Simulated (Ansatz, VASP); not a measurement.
## Two plane-wave programs on InSe

Contents of INCAR:

```
PREC = Accurate
ENCUT = 520
EDIFF = 1E-7
ISMEAR = 0
SIGMA = 0.05
LREAL = F
LASPH = T
NELM = 60
ALGO = Normal
ISIF = 2
LWAVE = F
LCHARG = F
GGA = PS
NBANDS = 27
```

KPOINTS

```
Automatic mesh
0
Gamma
  8 8 6
```

The input POSCAR:

```
InSe
1.0
    5.8749264423     -2.0552742521     -0.0052948673
    5.8749264423      2.0552742521     -0.0052948673
   -1.6051187023      0.0000000000      4.2720903652
In Se
2 2
Direct
    0.8832436525      0.8832436525      0.0103213949
    0.1141973411      0.1141973411      0.9709460661
    0.6547212217      0.6547212217      0.6374867706
    0.3452787783      0.3452787783      0.3625132294
```

Input for Ansatz:

```yaml
crystal:
  lattice:
    - [5.8749264423, -2.0552742521, -0.0052948673]
    - [5.8749264423, 2.0552742521, -0.0052948673]
    - [-1.6051187023, 0.0, 4.2720903652]
  atoms:
    - { symbol: In, position: [0.8832436525, 0.8832436525, 0.0103213949] }
    - { symbol: In, position: [0.1141973411, 0.1141973411, 0.9709460661] }
    - { symbol: Se, position: [0.6547212217, 0.6547212217, 0.6374867706] }
    - { symbol: Se, position: [0.3452787783, 0.3452787783, 0.3625132294] }
basis:
  ecutwfc: 420
kpoints:
  mp_grid: { grid: [8, 8, 6] }
hamiltonian:
  xc: pbesol
scf:
  occupations: { method: gaussian, width: 0.05 }
output:
  forces: true
  stress: true
  eigenvalues: true
```

Alike in both runs: task single point; functional PBEsol; k mesh 8 × 8 × 6; occupations gaussian, width 0.05 eV; no spin polarisation.

```csv
,VASP,Ansatz
version,VASP 6.6.1,Ansatz 0.2.0
potentials or method,"VASP PAW PBE potentials, release 64 (In_d, Se), cutoff 520 eV","scalar-relativistic, plane waves, PAW"
valence electrons in the cell,38,58
```

|  | VASP | Ansatz | Ansatz less VASP |
| --- | --- | --- | --- |
| gap on the k mesh at the Fermi level (eV) | 0.67 | 0.68 | +0.005 |
| least direct gap on the mesh (eV) | 1.10 | 1.10 | +0.007 |
| pressure (GPa) | 0.0 | -0.1 | -0.07 |
| traceless stress, the component that is largest in VASP (GPa) | 0.51 | 0.50 | -0.010 |
| rms of the force components (eV/Å) | 0.131 | 0.130 | -0.0001 |

VASP's potentials were made for PBE, not for PBEsol. Atom by atom the forces differ by 0.010 eV/Å (rms over components). VASP's potentials hold 38 valence electrons a cell and Ansatz's 58, so a difference there can come from the potentials and not from the codes.
